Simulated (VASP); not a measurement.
# Hf2C (P-6m2) in VASP: further runs

The runs below take Hf2C through single point, relaxation of cell and atoms, with PBE.

Program: VASP 6.6.1. These are calculated values, not measurements. Logs are shortened: lines on timing, memory, paths and dates and some standing lists are left out, and cuts for length are marked.

### 1 The cell of the first run

The structure is hexagonal, space group P-6m2 (No. 187). Conventional cell: a = 3.209 Å, b = 3.209 Å, c = 5.654 Å, α = 90.00°, β = 90.00°, γ = 120.00°. Within 3.1 Å of Hf (site symmetry 3m) lie 3 C at 2.31 Å and 2 Hf at 2.77 to 2.88 Å. C (site symmetry -6m2) has 6 Hf at 2.31 Å within 3.1 Å.

### 2 Single point, PBE

Input file INCAR:

```
PREC = Accurate
ENCUT = 520
EDIFF = 1E-6
ISMEAR = 0
SIGMA = 0.1
LREAL = False
LASPH = True
NELM = 60
ALGO = Normal
ISIF = 2
LWAVE = False
LCHARG = False
GGA = PE
NBANDS = 19
```

Input file KPOINTS:

```
Automatic mesh
0
Gamma
  6 6 4
```

Input file POSCAR:

```
Hf2C
1.0
    3.2091423365     -0.0000000027      0.0000000000
   -1.6045711659      2.7791987891      0.0000000000
    0.0000000000      0.0000000000      5.6536489951
Hf C
2 1
Direct
    0.0000000000      0.0000000000      0.7548179717
    0.0000000000      0.0000000000      0.2451820283
    0.3333333333      0.6666666667      0.0000000000
```

Potentials or basis: VASP PAW PBE potentials, release 64 (Hf_pv, C).

The run is started by

```sh
$ cat potpaw_PBE.64/Hf_pv/POTCAR potpaw_PBE.64/C/POTCAR > POTCAR
$ mpirun -np 1 vasp_std > vasp.out
```

OUTCAR:

```text
PREC = Accurate
   ENCUT = 520
   EDIFF = 1E-6
   ISMEAR = 0
   LREAL = False
   LASPH = True
   NELM = 60
   ISIF = 2
   GGA = PE

 ion  position               nearest neighbor table
   1  0.000  0.000  0.755-   3 2.31   3 2.31   3 2.31   2 2.77   2 2.88
   2  0.000  0.000  0.245-   3 2.31   3 2.31   3 2.31   1 2.77   1 2.88
   3  0.333  0.667  0.000-   1 2.31   2 2.31   1 2.31   2 2.31   1 2.31   2 2.31

  LATTYP: Found a hexagonal cell.
 ALAT       =     3.2091423365
 C/A-ratio  =     1.7617320774

  Lattice vectors:

 A1 = (   3.2091423365,  -0.0000000027,   0.0000000000)
 A2 = (  -1.6045711659,   2.7791987891,   0.0000000000)
 A3 = (   0.0000000000,   0.0000000000,   5.6536489951)

Analysis of symmetry for initial positions (statically):
=====================================================================
 Subroutine PRICEL returns:
 Original cell was already a primitive cell.

 Routine SETGRP: Setting up the symmetry group for a
 hexagonal supercell.

 Subroutine GETGRP returns: Found 12 space group operations
 (whereof 12 operations were pure point group operations)
 out of a pool of 24 trial point group operations.

The static configuration has the point symmetry D_3h.

Analysis of symmetry for dynamics (positions and initial velocities):
=====================================================================
 Subroutine PRICEL returns:
 Original cell was already a primitive cell.

 Routine SETGRP: Setting up the symmetry group for a
 hexagonal supercell.

 Subroutine GETGRP returns: Found 12 space group operations
 (whereof 12 operations were pure point group operations)
 out of a pool of 24 trial point group operations.

The dynamic configuration has the point symmetry D_3h.

 Subroutine INISYM returns: Found 12 space group operations
 (whereof 12 operations are pure point group operations),
 and found     1 'primitive' translations

----------------------------------------------------------------------------------------

                                     Primitive cell

  volume of cell :      50.4240

  direct lattice vectors                    reciprocal lattice vectors
     3.209142336 -0.000000003  0.000000000     0.311609737  0.179907965  0.000000000
    -1.604571166  2.779198789  0.000000000     0.000000000  0.359815931  0.000000000
     0.000000000  0.000000000  5.653648995     0.000000000  0.000000000  0.176876916

  length of vectors
     3.209142336  3.209142336  5.653648995     0.359815931  0.359815931  0.176876916

  position of ions in fractional coordinates (direct lattice)
     0.000000000  0.000000000  0.754817972
     0.000000000  0.000000000  0.245182028
     0.333333333  0.666666667  0.000000000

  ion indices of the primitive-cell ions
   primitive index   ion index
                 1           1
                 2           2
                 3           3

----------------------------------------------------------------------------------------

 KPOINTS: Automatic mesh

Automatic generation of k-mesh.
 Grid dimensions read from file:
 generate k-points for:    6    6    4

 Generating k-lattice:

  Cartesian coordinates                     Fractional coordinates (reciprocal lattice)
     0.051934956  0.029984661  0.000000000     0.166666667 -0.000000000  0.000000000
     0.000000000  0.059969322  0.000000000     0.000000000  0.166666667  0.000000000
     0.000000000  0.000000000  0.044219229     0.000000000  0.000000000  0.250000000

  Length of vectors
     0.059969322  0.059969322  0.044219229

  Shift w.r.t. Gamma in fractional coordinates (k-lattice)
     0.000000000  0.000000000  0.000000000

 Subroutine IBZKPT returns following result:
 ===========================================

 Found     21 irreducible k-points:

 Following reciprocal coordinates:
            Coordinates               Weight
  0.000000  0.000000  0.000000      1.000000
  0.166667  0.000000  0.000000      6.000000
  0.333333 -0.000000  0.000000      6.000000
  0.500000 -0.000000  0.000000      3.000000
  0.166667  0.166667  0.000000      6.000000
  0.333333  0.166667  0.000000     12.000000
[... 13 lines left out ...]
  0.333333  0.166667  0.500000     12.000000
  0.333333  0.333333  0.500000      2.000000
   k-points           NKPTS =     21   k-points in BZ     NKDIM =     21   number of bands    NBANDS=     19
   number of dos      NEDOS =    301   number of ions     NIONS =      3
   total plane-waves  NPLWV =  24192
   dimension x,y,z NGX =    24 NGY =   24 NGZ =   42
   dimension x,y,z NGXF=    48 NGYF=   48 NGZF=   84
   ions per type =               2   1
   NGX,Y,Z   is equivalent  to a cutoff of  12.43, 12.43, 12.35 a.u.
   NGXF,Y,Z  is equivalent  to a cutoff of  24.87, 24.87, 24.70 a.u.
 SYSTEM =  unknown system
   PREC   = accura    normal or accurate (medium, high low for compatibility)
   ISTART =      0    job   : 0-new  1-cont  2-samecut
   ICHARG =      2    charge: 1-file 2-atom 10-const
   ISPIN  =      1    spin polarized calculation?
   LNONCOLLINEAR =      F non collinear calculations
   LSORBIT =      F    spin-orbit coupling
   LASPH  =      T    aspherical Exc in radial PAW
   ENCUT  =  520.0 eV  38.22 Ry    6.18 a.u.   5.97  5.97 10.51*2*pi/ulx,y,z
   NELM   =     60;   NELMIN=  2; NELMDL= -5     # of ELM steps
   EDIFF  = 0.1E-05   stopping-criterion for ELM
   LREAL  =      F    real-space projection
   EDIFFG = 0.1E-04   stopping-criterion for IOM
   NSW    =      0    number of steps for IOM
   IBRION =     -1    ionic relax: 0-MD 1-quasi-New 2-CG
   NFREE  =      0    steps in history (QN), initial steepest desc. (CG)
   ISIF   =      2    stress and relaxation
   ISYM   =      2    0-nonsym 1-usesym 2-fastsym
   POTIM  = 0.5000    time-step for ionic-motion
   TEBEG  =    0.0;   TEEND  =   0.0 temperature during run
   PSTRESS=    0.0 pullay stress
   NELECT =      24.0000    total number of electrons
   NUPDOWN=      -1.0000    fix difference up-down
   EMIN   =  10.00;   EMAX   =-10.00  energy-range for DOS
   EFERMI =   0.00;   METHOD = LEGACY
   ISMEAR =     0;   SIGMA  =   0.10  broadening in eV -4-tet -1-fermi 0-gaus
   EFERMI_NEDOS =   21; number of points for ismear=-14 and -15
   IALGO  =     38    algorithm
   IMIX   =      4    mixing-type and parameters
     AMIX     =   0.40;   BMIX     =  1.00
     AMIX_MAG =   1.60;   BMIX_MAG =  1.00
  volume/ion in A,a.u.               =      16.81       113.43
  Fermi-wavevector in a.u.,A,eV,Ry     =   1.278202  2.415451 22.229197  1.633800
  Thomas-Fermi vector in A             =   2.410758
   LORBIT       =      0    0 simple, 1 ext, 2 COOP (PROOUT), +10 PAW based schemes
   GGA     = PE    functional components
   LHFCALC =     F    Hartree Fock is set to
   AEXX    =    0.0000 exact exchange contribution
   IVDW    =     0    specifies the selected vdW correction
   LEPSILON=     F    determine dielectric tensor
   LRPA    =     F    only Hartree local field effects (RPA)
 non-spin polarized calculation
 Gauss-broadening in eV      SIGMA  =   0.10
  energy-cutoff  :      520.00
  volume of cell :       50.42
 maximum number of plane-waves:      1404
 NGX is ok and might be reduce to    24
   NGX = 11   NGY = 11   NGZ = 21

 number of electron      24.0000004 magnetization

 Free energy of the ion-electron system (eV)
  ---------------------------------------------------
  ext. energy  EPLUGINS =         0.00000000
  ---------------------------------------------------
  free energy    TOTEN  =       -29.31016563 eV

  energy without entropy =      -29.30609545  energy(sigma->0) =      -29.30813054

 E-fermi :   5.1977     XC(G=0): -11.4436

 val. band max:        5.0823582296   @ k =   0.1667   0.1667   0.2500
 cond. band min:       5.2699155545   @ k =   0.3333  -0.0000   0.5000
 fundamental gap:      0.1875573249
 Fermi energy:         5.1977249979

 k-point     1 :       0.0000    0.0000    0.0000
  band No.  band energies     occupation
      1     -25.9066      2.00000
      2     -25.0790      2.00000
      3     -25.0790      2.00000
      4     -24.9496      2.00000
      5     -24.9496      2.00000
      6     -24.6574      2.00000
[... 11 lines left out ...]
     18      11.1532      0.00000
     19      11.1533      0.00000

 k-point     2 :       0.1667    0.0000    0.0000
  band No.  band energies     occupation
      1     -25.8753      2.00000
      2     -25.2374      2.00000
      3     -25.1149      2.00000
      4     -25.0911      2.00000
      5     -24.9818      2.00000
      6     -24.6408      2.00000
[... 11 lines left out ...]
     18      10.8604      0.00000
     19      11.2547      0.00000

 k-point     3 :       0.3333   -0.0000    0.0000
  band No.  band energies     occupation
      1     -25.8117      2.00000
      2     -25.5410      2.00000
      3     -25.3637      2.00000
      4     -25.1858      2.00000
      5     -25.0455      2.00000
      6     -24.6078      2.00000
[... 11 lines left out ...]
     18      10.9570      0.00000
     19      11.2163      0.00000

 k-point     4 :       0.5000   -0.0000    0.0000
  band No.  band energies     occupation
      1     -25.7780      2.00000
      2     -25.6882      2.00000
      3     -25.4954      2.00000
      4     -25.2208      2.00000
      5     -25.0770      2.00000
      6     -24.5913      2.00000
[... 341 lines left out ...]
     18       8.9863      0.00000
     19      11.6732      0.00000

 k-point    20 :       0.3333    0.1667    0.5000
  band No.  band energies     occupation
      1     -25.5510      2.00000
      2     -25.4921      2.00000
      3     -25.3133      2.00000
      4     -25.2481      2.00000
      5     -25.2050      2.00000
      6     -25.1034      2.00000
[... 11 lines left out ...]
     18      11.1152      0.00000
     19      11.3134      0.00000

 k-point    21 :       0.3333    0.3333    0.5000
  band No.  band energies     occupation
      1     -25.4634      2.00000
      2     -25.4283      2.00000
      3     -25.4057      2.00000
      4     -25.3802      2.00000
      5     -25.2996      2.00000
      6     -25.0924      2.00000
[... 11 lines left out ...]
     18      10.7851      0.00000
     19      12.5645      0.00000

------------------------ aborting loop because EDIFF is reached ----------------------------------------

  FORCE on cell =-STRESS in cart. coord.  units (eV):
  Direction    XX          YY          ZZ          XY          YZ          ZX
  --------------------------------------------------------------------------------------
  -------------------------------------------------------------------------------------
  Total       -0.1896887     -0.1896887     -0.2931559     -0.0000000      0.0000000      0.0000000
  in kB       -6.0271870     -6.0271870     -9.3147612     -0.0000000      0.0000000      0.0000000
  external PRESSURE =      -7.1230450 kB  Pullay stress =       0.0000000 kB

 VOLUME and BASIS-vectors are now :
 -----------------------------------------------------------------------------
  energy-cutoff  :      520.00
  volume of cell :       50.42
      direct lattice vectors                 reciprocal lattice vectors
     3.209142336 -0.000000003  0.000000000     0.311609737  0.179907965  0.000000000
    -1.604571166  2.779198789  0.000000000     0.000000000  0.359815931  0.000000000
     0.000000000  0.000000000  5.653648995     0.000000000  0.000000000  0.176876916

 POSITION                                       TOTAL-FORCE (eV/Angst)
 -----------------------------------------------------------------------------------
      0.00000      0.00000      4.26748        -0.000000      0.000000      0.105414
      0.00000      0.00000      1.38617        -0.000000     -0.000000     -0.105414
      0.00000      1.85280      0.00000         0.000000     -0.000000      0.000000
 -----------------------------------------------------------------------------------
    total drift:                                0.000000     -0.000000     -0.000000

  FREE ENERGIE OF THE ION-ELECTRON SYSTEM (eV)
  ---------------------------------------------------
  free  energy   TOTEN  =       -29.3101656254 eV

  energy  without entropy=      -29.3060954485  energy(sigma->0) =      -29.30813054
```

Run time: 9.3 s. Hardware: 1 thread of AMD EPYC 9R45 (Zen 5), shared host; peak memory 0.14 GiB.

What came out:

- Free energy: -29.3102 eV
- Pressure: -0.7 GPa
- Largest force: 0.105 eV/Å
- Band gap on the k mesh: zero (band 12 reaches 5.38 eV, above the bottom of band 13 at 5.08 eV)

Forces in eV/Å, atoms in the order of the input:
```
Hf   0.000  0.000  0.105
Hf   0.000  0.000 -0.105
C    0.000  0.000  0.000
```

Caveat: the k points lie up to 0.38 Å⁻¹ apart; spin-orbit coupling is left out, which moves the levels of the heavy elements.

(Part 1 of 2 ends here.)
